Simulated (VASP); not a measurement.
A run of VASP 6.6.1:

The input INCAR:

```
PREC = Accurate ; ENCUT = 520
EDIFF = 1E-7 ; ISMEAR = 0
SIGMA = 0.05 ; LREAL = False
LASPH = True ; NELM = 80
ALGO = Normal ; ISIF = 2
LWAVE = False ; LCHARG = False
GGA = PS ; NBANDS = 16
```

Contents of KPOINTS:

```
Automatic mesh
0
Gamma
  12 12 4
```

POSCAR

```
BN
1.0
    2.4789517873      0.0000000000      0.0000000000
   -1.2394758937      2.1902056310      0.0000000000
    0.0000000000      0.0000000000      6.6612000000
B N
2 2
Direct
    0.3333333333      0.6666666667      0.2500000000
    0.6666666667      0.3333333333      0.7500000000
    0.3333333333      0.6666666667      0.7500000000
    0.6666666667      0.3333333333      0.2500000000
```

Potentials or basis: VASP PAW PBE potentials, release 64 (B, N).

Command:

```bash
$ cat potpaw_PBE.64/B/POTCAR potpaw_PBE.64/N/POTCAR > POTCAR
$ mpirun -np 1 vasp_std > vasp.out
```

Hardware: 1 thread of Intel Xeon 6975P-C (shared host).

Task: Estimate the wall time of this run.

Result: Run time: 48 s on 1 thread of Intel Xeon 6975P-C, on a shared host, peak memory 0.19 GiB. Counts: scf iterations 13, k points 129.
